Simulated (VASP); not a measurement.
Wanted: the native input for a VASP 6.6.1 run.

| Property | Result |
| --- | --- |
| Task | single point |
| Functional | PBE |
| Potentials or basis | VASP PAW PBE potentials, release 64 (Al, H) |
| Cutoff | 520 eV |
| k mesh | 6 × 6 × 6 |
| Occupations | gaussian, width 0.1 eV |
| Spin | no spin polarisation |
| Dipole correction | no |
| Further INCAR settings | ALGO = Normal; EDIFF = 1e-06; NBANDS = 14 |

The structure of AlH6 lies in POSCAR:

```
AlH6
1.0
    3.5610809361      0.0000000000      0.0000000000
   -1.7805404680      3.0839865556      0.0000000000
    0.0000000000      0.0000000000      3.7940088793
Al H
1 6
Direct
    0.0000000000      0.0000000000      0.0000000000
    0.3333333333      0.6666666667      0.5000000000
    0.6666666667      0.3333333333      0.5000000000
    0.5000000000      0.0000000000      0.0000000000
    0.0000000000      0.5000000000      0.0000000000
    0.5000000000      0.5000000000      0.0000000000
    0.0000000000      0.0000000000      0.5000000000
```

The cell was built from a structure type or drawn by symmetry, and may not be a known phase.

One way to write it, as run:

INCAR

```
SYSTEM = AlH6
  PREC = Accurate
  ENCUT = 520
  EDIFF = 1E-6
  ISMEAR = 0
  SIGMA = 0.1
  LREAL = .False.
  LASPH = .True.
  NELM = 80
  ALGO = Normal
  ISIF = 2
  LWAVE = .False.
  LCHARG = .False.
  GGA = PE
  NBANDS = 14
```

KPOINTS

```
regular mesh
0
Gamma
  6 6 6
  0 0 0
```

Potentials or basis: VASP PAW PBE potentials, release 64 (Al, H).

Command:

```bash
$ cat potpaw_PBE.64/Al/POTCAR potpaw_PBE.64/H/POTCAR > POTCAR
$ mpirun -np 1 vasp_std > vasp.out
```

It gave:

```yaml
Pressure: -0.2 GPa
Band_gap_on_the_k_mesh: zero (an odd number of electrons rules out a gap without spin polarisation)
```

It took 7.3 s on 1 thread of Intel(R) Xeon(R) 6975P-C (Granite Rapids) (shared host), peak memory 0.15 GiB.
